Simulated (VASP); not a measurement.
Write the native input for VASP 6.6.1 that does the following.

- Task: single point
- Functional: PBE
- Potentials or basis: VASP PAW PBE potentials, release 64 (Ga_d, P)
- Cutoff: 520 eV
- k mesh: 6 × 6 × 6
- Occupations: gaussian, width 0.1 eV
- Spin: no spin polarisation
- Dipole correction: no
- Further INCAR settings: ALGO = Normal; EDIFF = 1e-06; NBANDS = 18

The structure of GaP2 lies in POSCAR:

```
GaP2
1.0
    0.0000000000      3.0005973179      3.0005973179
    3.0005973179      0.0000000000      3.0005973179
    3.0005973179      3.0005973179      0.0000000000
Ga P
1 2
Direct
    0.5000000000      0.5000000000      0.5000000000
    0.7500000000      0.7500000000      0.7500000000
    0.0000000000      0.0000000000      0.0000000000
```

These files were run (other wordings do the same):

INCAR

```
ALGO = Normal ; EDIFF = 1E-6
ENCUT = 520 ; GGA = PE
ISIF = 2 ; ISMEAR = 0
LASPH = True ; LCHARG = False
LREAL = False ; LWAVE = False
NBANDS = 18 ; NELM = 80
PREC = Accurate ; SIGMA = 0.1
```

KPOINTS

```
k-points
0
Gamma
  6 6 6
```

Potentials or basis: VASP PAW PBE potentials, release 64 (Ga_d, P).

Command:

```sh
$ cat potpaw_PBE.64/Ga_d/POTCAR potpaw_PBE.64/P/POTCAR > POTCAR
$ mpirun -np 1 vasp_std > vasp.out
```

It gave:

```
Pressure : -0.1 GPa
```

It took 5.6 s on 1 thread of Intel(R) Xeon(R) 6975P-C (Granite Rapids), with other jobs on the host, peak memory 0.17 GiB.
